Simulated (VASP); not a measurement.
The system is TiAl5.

```
Ti Al
1.0
     5.10034    0.00000    0.00000
    -2.55017    4.41702    0.00000
     0.00000    0.00000    4.31045
Ti Al
1 5
Direct
  0.00000 0.00000 0.00000
  0.50000 0.00000 0.50000
  0.50000 0.50000 0.50000
  0.00000 0.50000 0.50000
  0.33333 0.66667 0.00000
  0.66667 0.33333 0.00000
```

- Program: VASP 6.6.1
- Task: relaxation of cell and atoms
- Functional: PBE
- Potentials or basis: VASP PAW PBE potentials, release 64 (Ti_sv, Al)
- Cutoff: 600 eV
- k mesh: 6 × 6 × 4
- Occupations: gaussian, width 0.1 eV
- Spin: no spin polarisation

At the start: pressure 7.2 GPa; volume 16.18 Å³/atom.

Problem. How do energy, volume and symmetry change on relaxing?

Solution. Over 5 steps the energy falls by 26.6 meV/atom and the volume is 17.45 Å³/atom (+7.8 %); space group P6/mmm (No. 191, to 0.05 Å).

Step by step:
```tsv
step	energy change (eV)	largest force (eV/Å)	pressure (GPa)	volume (Å³)
1	0.0000	0.0000	7.25	97.11
2	-0.1356	0.0000	-2.36	107.77
3	-0.1591	0.0000	0.00	104.58
4	-0.1591	0.0000	-0.11	104.73
5	-0.1596	0.0000	-0.11	104.72
```

Final structure:
```cif
data_structure
_symmetry_space_group_name_H-M 'P 1'
_symmetry_Int_Tables_number 1
_cell_length_a 5.2417
_cell_length_b 5.2417
_cell_length_c 4.4012
_cell_angle_alpha 90.000
_cell_angle_beta 90.000
_cell_angle_gamma 120.000
_cell_volume 104.72
loop_
_atom_site_label
_atom_site_type_symbol
_atom_site_fract_x
_atom_site_fract_y
_atom_site_fract_z
_atom_site_occupancy
Ti1 Ti 0.00000 0.00000 0.00000 1
Al1 Al 0.50000 0.00000 0.50000 1
Al2 Al 0.50000 0.50000 0.50000 1
Al3 Al 0.00000 0.50000 0.50000 1
Al4 Al 0.33333 0.66667 0.00000 1
Al5 Al 0.66667 0.33333 0.00000 1
```

Caveat: the k points lie up to 0.36 Å⁻¹ apart in the final cell.
